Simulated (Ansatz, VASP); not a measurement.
One calculation of Cd2S5, two programs

INCAR

```
PREC = Accurate ; ENCUT = 600
EDIFF = 1E-7 ; ISMEAR = 0
SIGMA = 0.2 ; LREAL = F
LASPH = T ; NELM = 60
ALGO = Normal ; ISIF = 3
LWAVE = F ; LCHARG = F
GGA = PE ; IBRION = 2
NSW = 36 ; EDIFFG = -0.08
```

Contents of KPOINTS:

```
Automatic mesh
0
Gamma
  4 4 2
```

POSCAR

```
Cd2S5
1.0
    2.9132799400     -2.9132799400      0.0000000000
    2.9132799400      2.9132799400      0.0000000000
    0.0000000000      0.0000000000      9.7000000000
Cd S
2 5
Direct
    0.5000000000      0.0000000000      0.8495000000
    0.0000000000      0.5000000000      0.1505000000
    0.0000000000      0.0000000000      0.3010000000
    0.8130000000      0.3810000000      0.4115000000
    0.6190000000      0.1870000000      0.5885000000
    0.0000000000      0.0000000000      0.6990000000
    0.5000000000      0.5000000000      0.0000000000
```

Input for Ansatz:

```yaml
crystal:
  lattice:
    - [2.91327994, -2.91327994, 0.0]
    - [2.91327994, 2.91327994, 0.0]
    - [0.0, 0.0, 9.7]
  atoms:
    - { symbol: Cd, position: [0.5, 0.0, 0.8495] }
    - { symbol: Cd, position: [0.0, 0.5, 0.1505] }
    - { symbol: S, position: [0.0, 0.0, 0.301] }
    - { symbol: S, position: [0.813, 0.381, 0.4115] }
    - { symbol: S, position: [0.619, 0.187, 0.5885] }
    - { symbol: S, position: [0.0, 0.0, 0.699] }
    - { symbol: S, position: [0.5, 0.5, 0.0] }
basis:
  ecutwfc: 420
kpoints:
  mp_grid: { grid: [4, 4, 2] }
hamiltonian:
  xc: pbe
scf:
  occupations: { method: gaussian, width: 0.2 }
  lower_state_search: "off"
output:
  forces: true
  stress: true
  eigenvalues: true
relax:
  adjacent_minimum: "off"
  f_tol: 0.08
  max_steps: 16
  cell: { stress_tol: 0.8 }
```

Alike in both runs: task relaxation of cell and atoms; functional PBE; k mesh 4 × 4 × 2; occupations gaussian, width 0.2 eV; no spin polarisation.

|  | VASP | Ansatz |
| --- | --- | --- |
| version | VASP 6.6.1 | Ansatz 0.2.0 |
| potentials or method | VASP PAW PBE potentials, release 64 (Cd, S), cutoff 600 eV | scalar-relativistic, plane waves, PAW |
| valence electrons in the cell | 54 | 70 |

```csv
,VASP,Ansatz,Ansatz less VASP
"gap on the k mesh at the Fermi level, each at its own relaxed structure (eV)",1.01,1.00,-0.014
relaxed volume (Å³/atom),25.54,25.62,+0.083
relaxed cell length with the largest relative difference (Å),10.393,10.317,-0.0758
```

VASP's potentials hold 54 valence electrons a cell and Ansatz's 70, so a difference there can come from the potentials and not from the codes.
